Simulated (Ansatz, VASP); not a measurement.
## Two plane-wave programs on Tl

```xyz
2
Lattice="3.4214 0.0000 0.0000 -1.7107 2.9631 0.0000 0.0000 0.0000 5.5250" Properties=species:S:1:pos:R:3 pbc="T T T"
Tl    1.7107    0.9877    4.1438
Tl    0.0000    1.9754    1.3813
```

Alike in both runs: functional PBEsol; k mesh 8 × 8 × 4; occupations fermi-dirac, width 0.05 eV; no spin polarisation.

```csv
,VASP,Ansatz
version,VASP 6.6.1,Ansatz 0.2.0
potentials or method,"VASP PAW PBE potentials, release 64 (Tl_d)",Ansatz PAW
plane-wave cutoff (eV),520,420
valence electrons in the cell,26,26
task,single point,band structure
```

Ansatz gave:

* gap on the k mesh at the Fermi level (eV): none
* pressure (GPa): 1.3
* traceless stress, the component that is largest in VASP (GPa): -0.06

Task: What did VASP give for the same quantities?

Result: gap on the k mesh at the Fermi level (eV): none; pressure (GPa): 1.3; traceless stress, the component that is largest in VASP (GPa): -0.07.

VASP's potentials were made for PBE, not for PBEsol. A gap of «none» marks a metal or a gap that the smearing closes.

Neither program's run includes spin-orbit coupling.
